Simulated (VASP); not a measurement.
Write the native input for VASP 6.6.1 that does the following.

```
Task                   : single point
Functional             : RPBE
Potentials or basis    : VASP PAW PBE potentials, release 64 (Sn_d, Se)
Cutoff                 : 520 eV
k mesh                 : 8 × 8 × 8
Occupations            : gaussian, width 0.05 eV
Spin                   : no spin polarisation
Dipole correction      : no
Further INCAR settings : ALGO = Normal; EDIFF = 1e-06; NBANDS = 17
```

The structure of SnSe lies in POSCAR:

```
SnSe
1.0
    0.0000000000      3.0100000000      3.0100000000
    3.0100000000      0.0000000000      3.0100000000
    3.0100000000      3.0100000000      0.0000000000
Sn Se
1 1
Direct
    0.0000000000      0.0000000000      0.0000000000
    0.5000000000      0.5000000000      0.5000000000
```

These files were run (other wordings do the same):

INCAR

```
ALGO = Normal
EDIFF = 1E-6
ENCUT = 520
GGA = RP
ISIF = 2
ISMEAR = 0
LASPH = T
LCHARG = F
LREAL = F
LWAVE = F
NBANDS = 17
NELM = 100
PREC = Accurate
SIGMA = 0.05
```

KPOINTS

```
k-points
0
Gamma
  8 8 8
```

Potentials or basis: VASP PAW PBE potentials, release 64 (Sn_d, Se).

Run with:

```console
$ cat potpaw_PBE.64/Sn_d/POTCAR potpaw_PBE.64/Se/POTCAR > POTCAR
$ mpirun -np 1 vasp_std > vasp.out
```

It gave:

```yaml
Pressure: 2.5 GPa
Band_gap_on_the_k_mesh: 0.54 eV, direct
```

Caveat: the PAW data sets were made with another functional, which shifts forces and pressure a little; spin-orbit coupling is left out, which moves the levels of the heavy elements.

It took 12 s on 1 thread of Intel(R) Xeon(R) Platinum 8488C (Sapphire Rapids), on a shared host, peak memory 0.18 GiB.
